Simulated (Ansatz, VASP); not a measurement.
## As in VASP and in Ansatz

```
CELL_PARAMETERS angstrom
3.05372 0.00000 0.00000
-1.52686 2.64460 0.00000
0.00000 0.00000 4.65759
ATOMIC_POSITIONS crystal
As 0.33333 0.66667 0.25000
As 0.66667 0.33333 0.75000
```

Alike in both runs: task single point; functional LDA; k mesh 14 × 14 × 8; occupations fermi-dirac, width 0.1 eV; no spin polarisation.

|  | VASP | Ansatz |
| --- | --- | --- |
| version | VASP 6.6.1 | Ansatz 0.2.0 |
| potentials or method | VASP PAW LDA potentials, release 64 (As), cutoff 520 eV | plane waves (420 eV) with PAW, scalar-relativistic |
| valence electrons in the cell | 10 | 30 |

```csv
,VASP,Ansatz,Ansatz less VASP
pressure (GPa),-2.9,-3.1,-0.20
"traceless stress, the component that is largest in VASP (GPa)",-0.07,-0.05,+0.019
```

Ansatz warns that its potentials were made for another functional, while VASP's fit it. LDA's correlation is that of Perdew and Zunger in VASP and of Perdew and Wang (1992) in Ansatz. VASP's potentials hold 10 valence electrons a cell and Ansatz's 30, so a difference there can come from the potentials and not from the codes.
